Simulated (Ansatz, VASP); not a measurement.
# Two plane-wave programs on HC18

```xyz
19
Lattice="7.3980 0.0000 0.0000 -3.6990 6.4069 0.0000 0.0000 0.0000 12.0000" Properties=species:S:1:pos:R:3 pbc="T T T"
C     0.0046   -0.0021    0.9505
C     1.2315    0.6830    1.0175
C    -1.2347    2.1445    0.9503
C    -0.0280    2.8644    1.0172
C    -2.4675    4.2729    0.8826
C    -1.2378    4.9829    0.8937
C     2.4583   -0.0021    0.9505
C     3.6985    0.7129    0.9806
C     1.2314    2.1372    1.3678
C     2.4908    2.8643    1.0174
C    -0.0079    4.2694    0.9503
C     1.2315    4.9860    0.9806
C     4.9305    0.0016    0.9777
C     6.1624    0.7129    0.9806
C     3.6976    2.1445    0.9504
C     4.9304    2.8528    0.8937
C     2.4708    4.2694    0.9505
C     3.7007    4.9829    0.8938
H     1.2312    2.1375    2.4946
```

Alike in both runs: functional PBE; k mesh 2 × 2 × 1; occupations gaussian, width 0.05 eV; collinear spin.

Ansatz relaxed the structure, and its values are those at the end. VASP's run is a single point on that final structure, the one shown.

```csv
,VASP,Ansatz
version,VASP 6.6.1,Ansatz 0.2.0
potentials or method,"VASP PAW PBE potentials, release 64 (C, H), cutoff 520 eV","scalar-relativistic, plane waves, PAW"
valence electrons in the cell,73,73
```

Ansatz gave:

| Quantity | Value |
| --- | --- |
| rms of the force components (eV/Å) | 0.003 |
| net moment per atom (μB) | 0.05 |
| size of the moment on the site where the two differ most (μB) | 0.09 |

Estimate VASP's values.

rms of the force components (eV/Å): 0.007; net moment per atom (μB): 0.05; size of the moment on the site where the two differ most (μB): 0.13.

Site moments also hang on the region over which each program counts them. The functional is the same, so the differences come from potentials, cutoffs and numerics. Ansatz's warnings: filled band counts differ across k points, seeded moment not kept.

The k mesh is coarse, so the values compare programs but aren't converged.
